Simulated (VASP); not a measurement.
# C (I4/mmm) in VASP: single point with r2SCAN

Aim: the single point of C with r2SCAN.

All numbers are computed with VASP 6.6.1; they aren't measurements. Logs are shortened: lines on timing, memory, paths and dates and some standing lists are left out, and cuts for length are marked.

## Step 1: The cell of the first run

Symmetry: I4/mmm, No. 139, tetragonal system. The conventional cell has a = 1.610 Å, b = 1.610 Å, c = 6.766 Å, α = 90.00°, β = 90.00°, γ = 90.00°. Within 2.1 Å of C (site symmetry 4/mmm) lie 4 C at 1.61 Å.

## Step 2: Single point, r2SCAN

Input file POSCAR:

```
C
1.0
   -0.8052013864      0.8052013864      3.3831110589
    0.8052013864     -0.8052013864      3.3831110589
    0.8052013864      0.8052013864     -3.3831110589
C
1
Direct
    0.0000000000      0.0000000000      0.0000000000
```

Input file INCAR.step1:

```
  PREC = Accurate
  ENCUT = 520
  ISMEAR = 0
  SIGMA = 0.1
  LREAL = False
  LASPH = True
  NELM = 80
  NBANDS = 8
  GGA = PE
  ALGO = Normal
  EDIFF = 1E-4
  LWAVE = True
  LCHARG = False
```

Input file INCAR.step2:

```
  PREC = Accurate
  ENCUT = 520
  EDIFF = 1E-7
  ISMEAR = 0
  SIGMA = 0.1
  LREAL = False
  LASPH = True
  NELM = 80
  ALGO = Normal
  ISIF = 2
  LWAVE = False
  LCHARG = False
  METAGGA = R2SCAN
  LMIXTAU = True
  NBANDS = 8
  ISTART = 1
```

Input file KPOINTS:

```
regular mesh
0
Gamma
  10 10 10
```

Potentials or basis: VASP PAW PBE potentials, release 64 (C).

Run with:

```console
> cat potpaw_PBE.64/C/POTCAR > POTCAR
> cp INCAR.step1 INCAR
> mpirun -np 1 vasp_std > vasp.out
> cp INCAR.step2 INCAR
> mpirun -np 1 vasp_std > vasp.out
```

OUTCAR:

```text
PREC = Accurate
   ENCUT = 520
   EDIFF = 1E-7
   ISMEAR = 0
   LREAL = False
   LASPH = True
   NELM = 80
   ISIF = 2
   METAGGA = R2SCAN
   ISTART = 1

 ion  position               nearest neighbor table
   1  0.000  0.000  0.000-

  LATTYP: Found a body centered tetragonal cell.
 ALAT       =     1.6104027728
 C/A-ratio  =     4.2015713287

  Lattice vectors:

 A1 = (  -0.8052013864,   0.8052013864,   3.3831110589)
 A2 = (   0.8052013864,  -0.8052013864,   3.3831110589)
 A3 = (   0.8052013864,   0.8052013864,  -3.3831110589)

Analysis of symmetry for initial positions (statically):
=====================================================================
 Subroutine PRICEL returns:
 Original cell was already a primitive cell.

 Routine SETGRP: Setting up the symmetry group for a
 body centered tetragonal supercell.

 Subroutine GETGRP returns: Found 16 space group operations
 (whereof 16 operations were pure point group operations)
 out of a pool of 16 trial point group operations.

The static configuration has the point symmetry D_4h.

Analysis of symmetry for dynamics (positions and initial velocities):
=====================================================================
 Subroutine PRICEL returns:
 Original cell was already a primitive cell.

 Routine SETGRP: Setting up the symmetry group for a
 body centered tetragonal supercell.

 Subroutine GETGRP returns: Found 16 space group operations
 (whereof 16 operations were pure point group operations)
 out of a pool of 16 trial point group operations.

The dynamic configuration has the point symmetry D_4h.

 Subroutine INISYM returns: Found 16 space group operations
 (whereof 16 operations are pure point group operations),
 and found     1 'primitive' translations

----------------------------------------------------------------------------------------

                                     Primitive cell

  volume of cell :       8.7738

  direct lattice vectors                    reciprocal lattice vectors
    -0.805201386  0.805201386  3.383111059     0.000000000  0.620962667  0.147792961
     0.805201386 -0.805201386  3.383111059     0.620962667  0.000000000  0.147792961
     0.805201386  0.805201386 -3.383111059     0.620962667  0.620962667  0.000000000

  length of vectors
     3.569613282  3.569613282  3.569613282     0.638308227  0.638308227  0.878173825

  position of ions in fractional coordinates (direct lattice)
     0.000000000  0.000000000  0.000000000

  ion indices of the primitive-cell ions
   primitive index   ion index
                 1           1

----------------------------------------------------------------------------------------

 KPOINTS: regular mesh

Automatic generation of k-mesh.
 Grid dimensions read from file:
 generate k-points for:   10   10   10

 Generating k-lattice:

  Cartesian coordinates                     Fractional coordinates (reciprocal lattice)
     0.000000000  0.062096267  0.014779296     0.100000000 -0.000000000  0.000000000
     0.062096267  0.000000000  0.014779296    -0.000000000  0.100000000  0.000000000
     0.062096267  0.062096267  0.000000000     0.000000000  0.000000000  0.100000000

  Length of vectors
     0.063830823  0.063830823  0.087817382

  Shift w.r.t. Gamma in fractional coordinates (k-lattice)
     0.000000000  0.000000000  0.000000000

 Subroutine IBZKPT returns following result:
 ===========================================

 Found    102 irreducible k-points:

 Following reciprocal coordinates:
            Coordinates               Weight
  0.000000  0.000000  0.000000      1.000000
  0.100000  0.000000  0.000000      8.000000
  0.200000  0.000000  0.000000      8.000000
  0.300000  0.000000  0.000000      8.000000
  0.400000  0.000000  0.000000      8.000000
  0.500000 -0.000000  0.000000      4.000000
[... 16 lines left out ...]
  0.300000  0.300000  0.000000      8.000000
  0.400000  0.300000  0.000000     16.000000
 [... further k-points ...]
   k-points           NKPTS =    102   k-points in BZ     NKDIM =    102   number of bands    NBANDS=      8
   number of dos      NEDOS =    301   number of ions     NIONS =      1
   total plane-waves  NPLWV =  21952
   dimension x,y,z NGX =    28 NGY =   28 NGZ =   28
   dimension x,y,z NGXF=    56 NGYF=   56 NGZF=   56
   ions per type =               1
   NGX,Y,Z   is equivalent  to a cutoff of  13.04, 13.04, 13.04 a.u.
   NGXF,Y,Z  is equivalent  to a cutoff of  26.08, 26.08, 26.08 a.u.
 SYSTEM =  unknown system
   PREC   = accura    normal or accurate (medium, high low for compatibility)
   ISTART =      1    job   : 0-new  1-cont  2-samecut
   ICHARG =      0    charge: 1-file 2-atom 10-const
   ISPIN  =      1    spin polarized calculation?
   LNONCOLLINEAR =      F non collinear calculations
   LSORBIT =      F    spin-orbit coupling
   LASPH  =      T    aspherical Exc in radial PAW
   ENCUT  =  520.0 eV  38.22 Ry    6.18 a.u.   6.64  6.64  6.64*2*pi/ulx,y,z
   NELM   =     80;   NELMIN=  2; NELMDL=  0     # of ELM steps
   EDIFF  = 0.1E-06   stopping-criterion for ELM
   LREAL  =      F    real-space projection
   EDIFFG = 0.1E-05   stopping-criterion for IOM
   NSW    =      0    number of steps for IOM
   IBRION =     -1    ionic relax: 0-MD 1-quasi-New 2-CG
   NFREE  =      0    steps in history (QN), initial steepest desc. (CG)
   ISIF   =      2    stress and relaxation
   ISYM   =      2    0-nonsym 1-usesym 2-fastsym
   POTIM  = 0.5000    time-step for ionic-motion
   TEBEG  =    0.0;   TEEND  =   0.0 temperature during run
   PSTRESS=    0.0 pullay stress
   NELECT =       4.0000    total number of electrons
   NUPDOWN=      -1.0000    fix difference up-down
   EMIN   =  10.00;   EMAX   =-10.00  energy-range for DOS
   EFERMI =   0.00;   METHOD = LEGACY
   ISMEAR =     0;   SIGMA  =   0.10  broadening in eV -4-tet -1-fermi 0-gaus
   EFERMI_NEDOS =   21; number of points for ismear=-14 and -15
   IALGO  =     38    algorithm
   IMIX   =      4    mixing-type and parameters
     AMIX     =   0.40;   BMIX     =  1.00
     AMIX_MAG =   1.60;   BMIX_MAG =  1.00
  volume/ion in A,a.u.               =       8.77        59.21
  Fermi-wavevector in a.u.,A,eV,Ry     =   1.259988  2.381032 21.600197  1.587570
  Thomas-Fermi vector in A             =   2.393520
   LORBIT       =      0    0 simple, 1 ext, 2 COOP (PROOUT), +10 PAW based schemes
   METAGGA = R2SCAN    functional components
   LHFCALC =     F    Hartree Fock is set to
   AEXX    =    0.0000 exact exchange contribution
   IVDW    =     0    specifies the selected vdW correction
   LEPSILON=     F    determine dielectric tensor
   LRPA    =     F    only Hartree local field effects (RPA)
 non-spin polarized calculation
 Gauss-broadening in eV      SIGMA  =   0.10
  energy-cutoff  :      520.00
  volume of cell :        8.77
 maximum number of plane-waves:       248
   NGX = 13   NGY = 13   NGZ = 13

 number of electron       4.0000000 magnetization

 Free energy of the ion-electron system (eV)
  ---------------------------------------------------
  ext. energy  EPLUGINS =         0.00000000
  ---------------------------------------------------
  free energy    TOTEN  =        -7.26018344 eV

  energy without entropy =       -7.25927387  energy(sigma->0) =       -7.25972866

 E-fermi :   4.7461     XC(G=0): -11.4631

 val. band max:        4.5854812433   @ k =  -0.3000   0.4000   0.2000
 cond. band min:       4.7992630999   @ k =  -0.2000   0.5000   0.1000
 fundamental gap:      0.2137818567
 Fermi energy:         4.7460555064

 k-point     1 :       0.0000    0.0000    0.0000
  band No.  band energies     occupation
      1     -16.3667      2.00000
      2      -2.0078      2.00000
      3       9.2689      0.00000
      4      21.6077      0.00000
      5      21.6077      0.00000
      6      34.8075      0.00000
      7      41.0595      0.00000
      8      44.4331      0.00000

 k-point     2 :       0.1000    0.0000    0.0000
  band No.  band energies     occupation
      1     -15.8947      2.00000
      2      -1.5359      2.00000
      3       9.9023      0.00000
      4      18.6180      0.00000
      5      21.9571      0.00000
      6      34.4395      0.00000
      7      43.6596      0.00000
      8      45.7838      0.00000

 k-point     3 :       0.2000    0.0000    0.0000
  band No.  band energies     occupation
      1     -14.4884      2.00000
      2      -0.1336      2.00000
      3      11.0107      0.00000
      4      13.6181      0.00000
      5      22.9335      0.00000
      6      32.5299      0.00000
      7      40.5419      0.00000
      8      46.9448      0.00000

 k-point     4 :       0.3000    0.0000    0.0000
  band No.  band energies     occupation
      1     -12.1829      2.00000
      2       2.1149      2.00000
      3       6.1761      0.00000
      4      15.5711      0.00000
      5      24.2932      0.00000
      6      27.2519      0.00000
      7      37.8768      0.00000
      8      43.9146      0.00000

 k-point     5 :       0.4000    0.0000    0.0000
  band No.  band energies     occupation
      1      -9.0926      2.00000
      2       0.7442      2.00000
      3       4.8491      0.14515
      4      18.7076      0.00000
      5      22.8388      0.00000
      6      25.5659      0.00000
      7      33.8975      0.00000
      8      40.7552      0.00000
[... 177 lines left out ...]
 k-point    22 :      -0.2000    0.2000    0.0000
  band No.  band energies     occupation
      1     -12.6645      2.00000
      2       2.1608      2.00000
      3      10.9937      0.00000
      4      13.1217      0.00000
      5      19.1771      0.00000
      6      33.0697      0.00000
      7      40.5132      0.00000
      8      45.4812      0.00000

 k-point    23 :       0.3000    0.3000    0.0000
  band No.  band energies     occupation
      1      -8.0494      2.00000
      2       5.7266      0.00000
      3       5.8974      0.00000
      4      15.5844      0.00000
      5      22.2574      0.00000
      6      31.0649      0.00000
      7      36.0662      0.00000
      8      36.2885      0.00000

 k-point    24 :       0.4000    0.3000    0.0000
  band No.  band energies     occupation
      1      -5.0712      2.00000
      2       2.6217      2.00000
      3       8.6682      0.00000
      4      16.0116      0.00000
      5      23.7889      0.00000
      6      28.6126      0.00000
      7      32.6025      0.00000
      8      36.6170      0.00000

 [... further k-points ...]
[... 5 lines left out ...]
  --------------------------------------------------------------------------------------
  -------------------------------------------------------------------------------------
  Total        0.0603350      0.0603350      0.0016488      0.0000000      0.0000000      0.0000000
  in kB       11.0177966     11.0177966      0.3010900      0.0000000      0.0000000      0.0000000
  external PRESSURE =       7.4455611 kB  Pullay stress =       0.0000000 kB

 VOLUME and BASIS-vectors are now :
 -----------------------------------------------------------------------------
  energy-cutoff  :      520.00
  volume of cell :        8.77
      direct lattice vectors                 reciprocal lattice vectors
    -0.805201386  0.805201386  3.383111059     0.000000000  0.620962667  0.147792961
     0.805201386 -0.805201386  3.383111059     0.620962667  0.000000000  0.147792961
     0.805201386  0.805201386 -3.383111059     0.620962667  0.620962667  0.000000000

 POSITION                                       TOTAL-FORCE (eV/Angst)
 -----------------------------------------------------------------------------------
      0.00000      0.00000      0.00000        -0.000000      0.000000      0.000000
 -----------------------------------------------------------------------------------
    total drift:                                0.000000      0.000000      0.000000

  FREE ENERGIE OF THE ION-ELECTRON SYSTEM (eV)
  ---------------------------------------------------
  free  energy   TOTEN  =        -7.2601834437 eV

  energy  without entropy=       -7.2592738715  energy(sigma->0) =       -7.25972866
```

Run time: 3.7 min. Hardware: 1 thread of AMD EPYC 7R13, shared host; peak memory 0.12 GiB.

Results:

```
Free energy            : -7.2602 eV
Pressure               : 0.7 GPa
Band gap on the k mesh : zero (band 2 reaches 5.76 eV, above the bottom of band 3 at 4.03 eV)
```

Levels at points of the mesh, in eV from the Fermi level:
```tsv
k point	band 1	band 2	band 3	band 4	band 5	band 6	band 7
(0.00, 0.00, 0.00)	-21.11	-6.75	4.52	16.86	16.86	30.06	36.31
(0.50, 0.00, 0.00)	-11.22	-7.42	1.69	12.99	20.39	21.36	24.43
(0.50, 0.50, 0.00)	-3.40	-3.35	8.08	9.34	14.61	24.88	28.74
(0.50, 0.50, 0.50)	-20.84	-8.77	11.67	16.84	16.84	18.44	36.15
```

Caveat: the k points lie up to 0.55 Å⁻¹ apart; the PAW data sets were made with another functional, which shifts forces and pressure a little.
